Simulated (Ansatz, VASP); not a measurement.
**Two plane-wave programs on Si2W**

```
CELL_PARAMETERS angstrom
4.66467 0.00000 0.00000
-2.33233 4.03972 0.00000
0.00000 0.00000 6.50441
ATOMIC_POSITIONS crystal
Si 0.84260 0.68520 0.50000
Si 0.15740 0.84260 0.83333
Si 0.68520 0.84260 0.16667
Si 0.15740 0.31480 0.50000
Si 0.84260 0.15740 0.83333
Si 0.31480 0.15740 0.16667
W 0.00000 0.50000 0.16667
W 0.50000 0.50000 0.83333
W 0.50000 0.00000 0.50000
```

Alike in both runs: task single point; functional PBE; k mesh 9 × 9 × 6; occupations gaussian, width 0.03 eV; no spin polarisation.

|  | VASP | Ansatz |
| --- | --- | --- |
| version | VASP 6.6.1 | Ansatz 0.2.0 |
| potentials or method | VASP PAW PBE potentials, release 64 (Si, W_sv), cutoff 520 eV | scalar-relativistic, plane waves, PAW |
| valence electrons in the cell | 66 | 66 |

Ansatz gave:

| Property | Result |
| --- | --- |
| gap on the k mesh at the Fermi level (eV) | 0.01 |
| least direct gap on the mesh (eV) | 0.55 |
| pressure (GPa) | 0.7 |
| traceless stress, the component that is largest in VASP (GPa) | 4.81 |
| rms of the force components (eV/Å) | 0.373 |

What did VASP give for the same quantities?

gap on the k mesh at the Fermi level (eV): 0.01; least direct gap on the mesh (eV): 0.55; pressure (GPa): 0.8; traceless stress, the component that is largest in VASP (GPa): 4.80; rms of the force components (eV/Å): 0.370.

Atom by atom the forces differ by 0.003 eV/Å (rms over components). With one functional, cell and mesh, what is left measures potentials, basis and numerics.

Spin-orbit coupling is off throughout.
